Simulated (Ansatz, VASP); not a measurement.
## Rh in VASP and in Ansatz

Contents of POSCAR:

```
Rh
1.0
    0.0000000000      1.8540112500      1.9015500000
    1.8540112500      0.0000000000      1.9015500000
    1.8540112500      1.8540112500      0.0000000000
Rh
1
Direct
    0.0000000000      0.0000000000      0.0000000000
```

Contents of INCAR.step1:

```
SYSTEM = Rh
PREC     = Accurate       ! precision mode
ENCUT    = 520            ! plane-wave cutoff, eV
ISMEAR   = 0              ! smearing method
SIGMA    = 0.15           ! smearing width, eV
LREAL    = .FALSE.        ! projectors in reciprocal space
LASPH    = .TRUE.         ! aspherical terms in the spheres
NELM     = 100            ! most SCF steps
NBANDS   = 14             ! bands
GGA      = PE             ! functional
ALGO     = Normal         ! electronic algorithm
EDIFF    = 1E-4           ! SCF threshold, eV
LWAVE    = .TRUE.         ! write WAVECAR
LCHARG   = .FALSE.        ! write CHGCAR
```

File INCAR.step2:

```
SYSTEM = Rh
PREC     = Accurate       ! precision mode
ENCUT    = 520            ! plane-wave cutoff, eV
EDIFF    = 1E-6           ! SCF threshold, eV
ISMEAR   = 0              ! smearing method
SIGMA    = 0.15           ! smearing width, eV
LREAL    = .FALSE.        ! projectors in reciprocal space
LASPH    = .TRUE.         ! aspherical terms in the spheres
NELM     = 100            ! most SCF steps
ALGO     = Normal         ! electronic algorithm
ISIF     = 2              ! what is computed and relaxed
LWAVE    = .FALSE.        ! write WAVECAR
LCHARG   = .FALSE.        ! write CHGCAR
METAGGA  = R2SCAN         ! meta-GGA
LMIXTAU  = .TRUE.       
NBANDS   = 14             ! bands
ISTART   = 1
```

KPOINTS

```
Automatic mesh
0
G
  22 22 22
  0 0 0
```

Input for Ansatz:

```yaml
crystal:
  lattice:
    - [0.0, 1.85401125, 1.90155]
    - [1.85401125, 0.0, 1.90155]
    - [1.85401125, 1.85401125, 0.0]
  atoms:
    - { symbol: Rh, position: [0.0, 0.0, 0.0] }
basis:
  ecutwfc: 500
kpoints:
  mp_grid: { grid: [22, 22, 22] }
hamiltonian:
  xc: r2scan
scf:
  occupations: { method: gaussian, width: 0.15 }
output:
  forces: true
  stress: true
  eigenvalues: true
```

Change from the starting cell: strain -0.025 along x and y, +0.000 along z, atoms carried along.

Alike in both runs: task single point; functional r2SCAN; k mesh 22 × 22 × 22; occupations gaussian, width 0.15 eV; no spin polarisation.

```csv
,VASP,Ansatz
version,VASP 6.6.1,Ansatz 0.2.0
potentials or method,"VASP PAW PBE potentials, release 64 (Rh_pv), cutoff 520 eV","scalar-relativistic, plane waves, PAW"
valence electrons in the cell,15,17
```

```csv
,VASP,Ansatz,Ansatz less VASP
gap on the k mesh at the Fermi level (eV),none,none,-
pressure (GPa),17.1,15.5,-1.51
"traceless stress, the component that is largest in VASP (GPa)",-4.87,-4.84,+0.029
```

VASP's potentials were made for PBE, not for r2SCAN. A gap of «none» marks a metal or a gap that the smearing closes. VASP's potentials hold 15 valence electrons a cell and Ansatz's 17, so a difference there can come from the potentials and not from the codes.
